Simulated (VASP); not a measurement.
# CdS (P6_3/mmc) in VASP: a series of runs

The runs below take CdS through single point, with PBE, r2SCAN, LDA.

Everything below comes from runs of VASP 6.6.1. Logs are shortened: lines on timing, memory, paths and dates and some standing lists are left out, and cuts for length are marked.

### 1 The cell of the first run

The structure is hexagonal, space group P6_3/mmc (No. 194). Conventional cell: a = 3.841 Å, b = 3.841 Å, c = 6.445 Å, α = 90.00°, β = 90.00°, γ = 120.00°. Within 3.6 Å of Cd (site symmetry -3m) lie 6 S at 2.74 Å and 2 Cd at 3.22 Å. S (site symmetry -6m2) has 6 Cd at 2.74 Å within 3.6 Å.

### 2 Single point, PBE

INCAR

```
PREC = Accurate
ENCUT = 520
EDIFF = 1E-7
ISMEAR = 0
SIGMA = 0.01
LREAL = False
LASPH = True
NELM = 100
ALGO = Normal
ISIF = 2
LWAVE = False
LCHARG = False
GGA = PE
NBANDS = 26
```

KPOINTS

```
regular mesh
0
Gamma
  6 6 4
```

POSCAR

```
CdS
1.0
    3.8410415951      0.0000000000      0.0000000000
   -1.9205207975      3.3264395983      0.0000000000
    0.0000000000      0.0000000000      6.4452705832
Cd S
2 2
Direct
    0.0000000000      0.0000000000      0.0000000000
    0.0000000000      0.0000000000      0.5000000000
    0.3333333333      0.6666666667      0.2500000000
    0.6666666667      0.3333333333      0.7500000000
```

Potentials or basis: VASP PAW PBE potentials, release 64 (Cd, S).

Started as:

```sh
$ cat potpaw_PBE.64/Cd/POTCAR potpaw_PBE.64/S/POTCAR > POTCAR
$ mpirun -np 1 vasp_std > vasp.out
```

OUTCAR:

```text
PREC = Accurate
   ENCUT = 520
   EDIFF = 1E-7
   ISMEAR = 0
   LREAL = False
   LASPH = True
   NELM = 100
   ISIF = 2
   GGA = PE

 ion  position               nearest neighbor table
   1  0.000  0.000  0.000-   3 2.74   4 2.74   3 2.74   4 2.74   4 2.74   3 2.74   2 3.22   2 3.22

   2  0.000  0.000  0.500-   3 2.74   4 2.74   3 2.74   4 2.74   4 2.74   3 2.74   1 3.22   1 3.22

   3  0.333  0.667  0.250-   1 2.74   2 2.74   1 2.74   2 2.74   1 2.74   2 2.74
   4  0.667  0.333  0.750-   1 2.74   2 2.74   1 2.74   2 2.74   1 2.74   2 2.74

  LATTYP: Found a hexagonal cell.
 ALAT       =     3.8410415951
 C/A-ratio  =     1.6780007255

  Lattice vectors:

 A1 = (   3.8410415951,   0.0000000000,   0.0000000000)
 A2 = (  -1.9205207975,   3.3264395983,   0.0000000000)
 A3 = (   0.0000000000,   0.0000000000,   6.4452705832)

Analysis of symmetry for initial positions (statically):
=====================================================================
 Subroutine PRICEL returns:
 Original cell was already a primitive cell.

 Routine SETGRP: Setting up the symmetry group for a
 hexagonal supercell.

 Subroutine GETGRP returns: Found 24 space group operations
 (whereof 12 operations were pure point group operations)
 out of a pool of 24 trial point group operations.

The static configuration has the point symmetry D_3d.
 The point group associated with its full space group is D_6h.

Analysis of symmetry for dynamics (positions and initial velocities):
=====================================================================
 Subroutine PRICEL returns:
 Original cell was already a primitive cell.

 Routine SETGRP: Setting up the symmetry group for a
 hexagonal supercell.

 Subroutine GETGRP returns: Found 24 space group operations
 (whereof 12 operations were pure point group operations)
 out of a pool of 24 trial point group operations.

The dynamic configuration has the point symmetry D_3d.
 The point group associated with its full space group is D_6h.

 Subroutine INISYM returns: Found 24 space group operations
 (whereof 12 operations are pure point group operations),
 and found     1 'primitive' translations

----------------------------------------------------------------------------------------

                                     Primitive cell

  volume of cell :      82.3512

  direct lattice vectors                    reciprocal lattice vectors
     3.841041595  0.000000000  0.000000000     0.260346048  0.150310861  0.000000000
    -1.920520798  3.326439598  0.000000000     0.000000000  0.300621722  0.000000000
     0.000000000  0.000000000  6.445270583     0.000000000  0.000000000  0.155152524

  length of vectors
     3.841041595  3.841041595  6.445270583     0.300621722  0.300621722  0.155152524

  position of ions in fractional coordinates (direct lattice)
     0.000000000  0.000000000  0.000000000
     0.000000000  0.000000000  0.500000000
     0.333333333  0.666666667  0.250000000
     0.666666667  0.333333333  0.750000000

  ion indices of the primitive-cell ions
   primitive index   ion index
                 1           1
                 2           2
                 3           3
                 4           4

----------------------------------------------------------------------------------------

 KPOINTS: regular mesh

Automatic generation of k-mesh.
 Grid dimensions read from file:
 generate k-points for:    6    6    4

 Generating k-lattice:

  Cartesian coordinates                     Fractional coordinates (reciprocal lattice)
     0.043391008  0.025051810  0.000000000     0.166666667  0.000000000  0.000000000
     0.000000000  0.050103620  0.000000000     0.000000000  0.166666667  0.000000000
     0.000000000  0.000000000  0.038788131     0.000000000  0.000000000  0.250000000

  Length of vectors
     0.050103620  0.050103620  0.038788131

  Shift w.r.t. Gamma in fractional coordinates (k-lattice)
     0.000000000  0.000000000  0.000000000

 Subroutine IBZKPT returns following result:
 ===========================================

 Found     21 irreducible k-points:

 Following reciprocal coordinates:
            Coordinates               Weight
  0.000000  0.000000  0.000000      1.000000
  0.166667 -0.000000  0.000000      6.000000
  0.333333  0.000000  0.000000      6.000000
  0.500000  0.000000  0.000000      3.000000
  0.166667  0.166667  0.000000      6.000000
  0.333333  0.166667  0.000000     12.000000
[... 13 lines left out ...]
  0.333333  0.166667  0.500000     12.000000
  0.333333  0.333333  0.500000      2.000000
   k-points           NKPTS =     21   k-points in BZ     NKDIM =     21   number of bands    NBANDS=     26
   number of dos      NEDOS =    301   number of ions     NIONS =      4
   total plane-waves  NPLWV =  43200
   dimension x,y,z NGX =    30 NGY =   30 NGZ =   48
   dimension x,y,z NGXF=    60 NGYF=   60 NGZF=   96
   ions per type =               2   2
   NGX,Y,Z   is equivalent  to a cutoff of  12.98, 12.98, 12.38 a.u.
   NGXF,Y,Z  is equivalent  to a cutoff of  25.97, 25.97, 24.76 a.u.
 SYSTEM =  unknown system
   PREC   = accura    normal or accurate (medium, high low for compatibility)
   ISTART =      0    job   : 0-new  1-cont  2-samecut
   ICHARG =      2    charge: 1-file 2-atom 10-const
   ISPIN  =      1    spin polarized calculation?
   LNONCOLLINEAR =      F non collinear calculations
   LSORBIT =      F    spin-orbit coupling
   LASPH  =      T    aspherical Exc in radial PAW
   ENCUT  =  520.0 eV  38.22 Ry    6.18 a.u.   7.14  7.14 11.98*2*pi/ulx,y,z
   NELM   =    100;   NELMIN=  2; NELMDL= -5     # of ELM steps
   EDIFF  = 0.1E-06   stopping-criterion for ELM
   LREAL  =      F    real-space projection
   EDIFFG = 0.1E-05   stopping-criterion for IOM
   NSW    =      0    number of steps for IOM
   IBRION =     -1    ionic relax: 0-MD 1-quasi-New 2-CG
   NFREE  =      0    steps in history (QN), initial steepest desc. (CG)
   ISIF   =      2    stress and relaxation
   ISYM   =      2    0-nonsym 1-usesym 2-fastsym
   POTIM  = 0.5000    time-step for ionic-motion
   TEBEG  =    0.0;   TEEND  =   0.0 temperature during run
   PSTRESS=    0.0 pullay stress
   NELECT =      36.0000    total number of electrons
   NUPDOWN=      -1.0000    fix difference up-down
   EMIN   =  10.00;   EMAX   =-10.00  energy-range for DOS
   EFERMI =   0.00;   METHOD = LEGACY
   ISMEAR =     0;   SIGMA  =   0.01  broadening in eV -4-tet -1-fermi 0-gaus
   EFERMI_NEDOS =   21; number of points for ismear=-14 and -15
   IALGO  =     38    algorithm
   IMIX   =      4    mixing-type and parameters
     AMIX     =   0.40;   BMIX     =  1.00
     AMIX_MAG =   1.60;   BMIX_MAG =  1.00
  volume/ion in A,a.u.               =      20.59       138.93
  Fermi-wavevector in a.u.,A,eV,Ry     =   1.242469  2.347927 21.003727  1.543730
  Thomas-Fermi vector in A             =   2.376823
   LORBIT       =      0    0 simple, 1 ext, 2 COOP (PROOUT), +10 PAW based schemes
   GGA     = PE    functional components
   LHFCALC =     F    Hartree Fock is set to
   AEXX    =    0.0000 exact exchange contribution
   IVDW    =     0    specifies the selected vdW correction
   LEPSILON=     F    determine dielectric tensor
   LRPA    =     F    only Hartree local field effects (RPA)
 non-spin polarized calculation
 Gauss-broadening in eV      SIGMA  =   0.01
  energy-cutoff  :      520.00
  volume of cell :       82.35
 maximum number of plane-waves:      2228
 NGX is ok and might be reduce to    30
   NGX = 15   NGY = 15   NGZ = 23

 number of electron      36.0000009 magnetization

 Free energy of the ion-electron system (eV)
  ---------------------------------------------------
  ext. energy  EPLUGINS =         0.00000000
  ---------------------------------------------------
  free energy    TOTEN  =       -11.56808673 eV

  energy without entropy =      -11.56808673  energy(sigma->0) =      -11.56808673

 E-fermi :   3.0059     XC(G=0): -10.3447

 val. band max:        2.9005834628   @ k =   0.0000   0.0000   0.0000
 cond. band min:       3.5345997901   @ k =   0.0000   0.0000   0.0000
 fundamental gap:      0.6340163273
 Fermi energy:         3.0058817123

 k-point     1 :       0.0000    0.0000    0.0000
  band No.  band energies     occupation
      1      -9.9275      2.00000
      2      -8.8543      2.00000
      3      -5.1949      2.00000
      4      -5.1381      2.00000
      5      -5.1381      2.00000
      6      -4.8358      2.00000
[... 18 lines left out ...]
     25      12.0004      0.00000
     26      12.0004      0.00000

 k-point     2 :       0.1667   -0.0000    0.0000
  band No.  band energies     occupation
      1      -9.7179      2.00000
      2      -8.8715      2.00000
      3      -5.1838      2.00000
      4      -5.1266      2.00000
      5      -4.9185      2.00000
      6      -4.8694      2.00000
[... 18 lines left out ...]
     25      10.9326      0.00000
     26      11.2521      0.00000

 k-point     3 :       0.3333    0.0000    0.0000
  band No.  band energies     occupation
      1      -9.2430      2.00000
      2      -8.8792      2.00000
      3      -5.1948      2.00000
      4      -5.1445      2.00000
      5      -5.0195      2.00000
      6      -4.9593      2.00000
[... 18 lines left out ...]
     25      10.7006      0.00000
     26      12.5480      0.00000

 k-point     4 :       0.5000    0.0000    0.0000
  band No.  band energies     occupation
      1      -9.0468      2.00000
      2      -8.7780      2.00000
      3      -5.2548      2.00000
      4      -5.1655      2.00000
      5      -5.0938      2.00000
      6      -5.0281      2.00000
[... 18 lines left out ...]
     25      10.9951      0.00000
     26      13.9882      0.00000
[... 409 lines left out ...]
      1      -9.1277      2.00000
      2      -9.1277      2.00000
      3      -4.9631      2.00000
      4      -4.9631      2.00000
      5      -4.8938      2.00000
      6      -4.8938      2.00000
[... 18 lines left out ...]
     25      11.3398      0.00000
     26      11.3398      0.00000

 k-point    20 :       0.3333    0.1667    0.5000
  band No.  band energies     occupation
      1      -8.9188      2.00000
      2      -8.9188      2.00000
      3      -5.0066      2.00000
      4      -5.0066      2.00000
      5      -4.8609      2.00000
      6      -4.8609      2.00000
[... 18 lines left out ...]
     25      11.8780      0.00000
     26      11.8780      0.00000

 k-point    21 :       0.3333    0.3333    0.5000
  band No.  band energies     occupation
      1      -8.8497      2.00000
      2      -8.8497      2.00000
      3      -5.0785      2.00000
      4      -5.0785      2.00000
      5      -4.7894      2.00000
      6      -4.7894      2.00000
[... 18 lines left out ...]
     25      11.6047      0.00000
     26      11.6047      0.00000

------------------------ aborting loop because EDIFF is reached ----------------------------------------

  FORCE on cell =-STRESS in cart. coord.  units (eV):
  Direction    XX          YY          ZZ          XY          YZ          ZX
  --------------------------------------------------------------------------------------
  -------------------------------------------------------------------------------------
  Total        1.1509590      1.1509590      1.0650463      0.0000000     -0.0000000     -0.0000000
  in kB       22.3923994     22.3923994     20.7209304      0.0000000     -0.0000000     -0.0000000
  external PRESSURE =      21.8352431 kB  Pullay stress =       0.0000000 kB

 VOLUME and BASIS-vectors are now :
 -----------------------------------------------------------------------------
  energy-cutoff  :      520.00
  volume of cell :       82.35
      direct lattice vectors                 reciprocal lattice vectors
     3.841041595  0.000000000  0.000000000     0.260346048  0.150310861  0.000000000
    -1.920520798  3.326439598  0.000000000     0.000000000  0.300621722  0.000000000
     0.000000000  0.000000000  6.445270583     0.000000000  0.000000000  0.155152524

 POSITION                                       TOTAL-FORCE (eV/Angst)
 -----------------------------------------------------------------------------------
      0.00000      0.00000      0.00000         0.000000      0.000000     -0.000000
      0.00000      0.00000      3.22264         0.000000      0.000000     -0.000000
     -0.00000      2.21763      1.61132        -0.000000     -0.000000      0.000000
      1.92052      1.10881      4.83395         0.000000     -0.000000     -0.000000
 -----------------------------------------------------------------------------------
    total drift:                               -0.000000      0.000000     -0.000000

  FREE ENERGIE OF THE ION-ELECTRON SYSTEM (eV)
  ---------------------------------------------------
  free  energy   TOTEN  =       -11.5680867256 eV

  energy  without entropy=      -11.5680867256  energy(sigma->0) =      -11.56808673
```

Run time: 38 s. Hardware: 1 thread of Intel Xeon Platinum 8375C at 2.90GHz (Ice Lake), shared host; peak memory 0.21 GiB.

Results:

```
Free energy            : -11.5681 eV
Pressure               : 2.2 GPa
Band gap on the k mesh : 0.63 eV
```

[end of part 1 of 2]
